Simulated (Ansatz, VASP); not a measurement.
This is a calculation of Pt for VASP 6.6.1.

File INCAR:

```
  PREC = Accurate
  ENCUT = 520
  EDIFF = 1E-7
  ISMEAR = -1
  SIGMA = 0.05
  LREAL = F
  LASPH = T
  NELM = 80
  ALGO = Normal
  ISIF = 2
  LWAVE = F
  LCHARG = T
  GGA = PE
  LELF = T
  LVHAR = T
  NBANDS = 11
```

File KPOINTS:

```
regular mesh
0
Gamma
  12 12 12
```

Contents of POSCAR:

```
Pt
1.0
    0.0000000000      2.0001180000      1.9609000000
    2.0001180000      0.0000000000      1.9609000000
    2.0001180000      2.0001180000      0.0000000000
Pt
1
Direct
    0.0000000000      0.0000000000      0.0000000000
```

Potentials or basis: VASP PAW PBE potentials, release 64 (Pt).

Launch:

```sh
$ cat potpaw_PBE.64/Pt/POTCAR > POTCAR
$ mpirun -np 1 vasp_std > vasp.out
```

Q: Set up the same calculation for Ansatz 0.2.0. Potentials there: Ansatz PAW.

A: As run (the cutoff follows the program's own potentials):

File input.yaml:

```yaml
crystal:
  lattice:
    - [0.0, 2.000118, 1.9609]
    - [2.000118, 0.0, 1.9609]
    - [2.000118, 2.000118, 0.0]
  atoms:
    - { symbol: Pt, position: [0.0, 0.0, 0.0] }
hamiltonian:
  xc: pbe
  pseudopotentials: { kind: paw }
kpoints:
  mp_grid: { grid: [12, 12, 12] }
scf:
  occupations: { method: fermi_dirac, width: 0.05 }
output:
  forces: true
  stress: true
  eigenvalues: true
```

Potentials or basis: Ansatz PAW.

Launch:

```sh
$ ansatz run input.yaml --threads 2 --pin off --max-ram 5632MiB --backend cpu --events-out ev --progress --plain --runs-dir out
```

Both were run:

|  | VASP | Ansatz | Ansatz less VASP |
| --- | --- | --- | --- |
| gap on the k mesh at the Fermi level (eV) | none | none | - |
| pressure (GPa) | -1.0 | -0.5 | +0.48 |
| traceless stress, the component that is largest in VASP (GPa) | 0.78 | 0.78 | -0.001 |

A gap of «none» marks a metal or a gap that the smearing closes. VASP's potentials hold 10 valence electrons a cell and Ansatz's 18, so a difference there can come from the potentials and not from the codes.

Neither program's run includes spin-orbit coupling.
